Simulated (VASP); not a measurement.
C, 2 atoms in the cell. The structure is orthorhombic, space group Fmmm (No. 69). The conventional cell has a = 2.456 Å, b = 4.254 Å, c = 6.696 Å, α = 90.00°, β = 90.00°, γ = 90.00°. Within 1.9 Å of C (site symmetry m2m) lie 3 C at 1.42 Å. 

```yaml
Program: VASP 6.6.1
Task: single point
Functional: LDA
Potentials_or_basis: VASP PAW LDA potentials, release 64 (C)
Cutoff: 600 eV
k_mesh: 14 × 14 × 14
Occupations: fermi-dirac, width 0.1 eV
Spin: no spin polarisation
Dipole_correction: no
Further_INCAR_settings: ALGO = Normal; EDIFF = 1e-06; NBANDS = 11
```

Potentials or basis: VASP PAW LDA potentials, release 64 (C).

The run is started by

```sh
$ cat potpaw_LDA.64/C/POTCAR > POTCAR
$ mpirun -np 1 vasp_std > vasp.out
```

Hardware: 1 thread of Intel Xeon 8259CL, with other jobs on the host.

Q: Estimate the wall time of this run.

A: Wall time 120 s on 1 thread of Intel Xeon 8259CL, on a shared host, peak memory 0.19 GiB. Counts: scf iterations 12, k points 428.
